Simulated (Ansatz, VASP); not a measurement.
# Two plane-wave programs on Ru

```xyz
2
Lattice="2.6692 0.0000 0.0000 -1.3346 2.3116 0.0000 0.0000 0.0000 4.2240" Properties=species:S:1:pos:R:3 pbc="T T T"
Ru    0.0000    1.5411    1.0560
Ru    1.3346    0.7705    3.1680
```

Change from the starting cell: volume scaled by 0.96, ions relaxed.

Alike in both runs: functional PBE; k mesh 20 × 20 × 11; occupations fermi-dirac, width 0.05 eV; no spin polarisation.

Ansatz relaxed the structure, and its values are those at the end. VASP's run is a single point on that final structure, the one shown.

|  | VASP | Ansatz |
| --- | --- | --- |
| version | VASP 6.6.1 | Ansatz 0.2.0 |
| potentials or method | VASP PAW PBE potentials, release 64 (Ru_pv) | plane-wave PAW, scalar-relativistic |
| plane-wave cutoff (eV) | 500 | 420 |
| valence electrons in the cell | 28 | 32 |

Ansatz gave:

```
pressure (GPa) : 19.6
```

Problem. Estimate VASP's values.

Solution. Pressure (GPa): 19.5.

The functional is the same, so the differences come from potentials, cutoffs and numerics. VASP's potentials hold 28 valence electrons a cell and Ansatz's 32, so a difference there can come from the potentials and not from the codes. Ansatz's warnings: stress scf threshold loose.
